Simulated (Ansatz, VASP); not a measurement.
Cr: VASP beside Ansatz

The input INCAR:

```
  PREC = Accurate
  ENCUT = 520
  EDIFF = 1E-7
  ISMEAR = -1
  SIGMA = 0.05
  LREAL = F
  LASPH = T
  NELM = 150
  ALGO = Normal
  ISIF = 2
  LWAVE = F
  LCHARG = F
  ISPIN = 2
  MAGMOM = -1.2 1.2
  LORBIT = 11
  LMAXMIX = 4
  GGA = CA
  NBANDS = 23
```

KPOINTS

```
Automatic mesh
0
Gamma
  12 12 12
```

POSCAR

```
Cr
1.0
    2.9688993551      0.0000000000      0.0000000000
    0.0000000000      2.9688993551      0.0000000000
    0.0000000000      0.0000000000      2.9688993551
Cr
2
Direct
    0.0000000000      0.0000000000      0.0000000000
    0.5000000000      0.5000000000      0.5000000000
```

Input for Ansatz:

```yaml
crystal:
  lattice:
    - [2.9688993551, 0.0, 0.0]
    - [0.0, 2.9688993551, 0.0]
    - [0.0, 0.0, 2.9688993551]
  atoms:
    - { symbol: Cr, position: [0.0, 0.0, 0.0], spin: -1.2 }
    - { symbol: Cr, position: [0.5, 0.5, 0.5], spin: 1.2 }
magnetization:
  spin_polarized: true
kpoints:
  mp_grid: { grid: [12, 12, 12] }
  band_path:
    path:
      - [0.0, 0.0, 0.0]
      - [0.0, 1.0, 0.0]
      - [0.5, 0.5, 0.0]
      - [0.0, 0.0, 0.0]
      - [0.5, 0.5, 0.5]
      - [0.0, 1.0, 0.0]
      - [0.5, 0.5, 0.5]
      - [0.5, 0.5, 0.0]
    npoints: 8
scf:
  occupations: { method: fermi_dirac, width: 0.05 }
  lower_state_search: "off"
hamiltonian:
  xc: lda
  pseudopotentials: { kind: paw }
output:
  eigenvalues: false
  eigenstates:
    nscf_kmesh: { grid: [12, 12, 12] }
    top_band: c21
    exchange_couplings: { magnetic: [{ species: Cr }] }
```

Alike in both runs: task single point; functional LDA; k mesh 12 × 12 × 12; occupations fermi-dirac, width 0.05 eV; collinear spin.

|  | VASP | Ansatz |
| --- | --- | --- |
| version | VASP 6.6.1 | Ansatz 0.2.0 |
| potentials or method | VASP PAW LDA potentials, release 64 (Cr_pv) | PAW with Ansatz's default frozen-core files, scalar-relativistic |
| plane-wave cutoff (eV) | 520 | 420 |
| valence electrons in the cell | 24 | 28 |

|  | VASP | Ansatz | Ansatz less VASP |
| --- | --- | --- | --- |
| net moment per atom (μB) | 0.00 | 0.00 | 0.000 |
| size of the moment on the site where the two differ most (μB) | 1.10 | 1.23 | +0.131 |

LDA's correlation is that of Perdew and Zunger in VASP and of Perdew and Wang (1992) in Ansatz. Site moments also hang on the region over which each program counts them. VASP's potentials hold 24 valence electrons a cell and Ansatz's 28, so a difference there can come from the potentials and not from the codes.
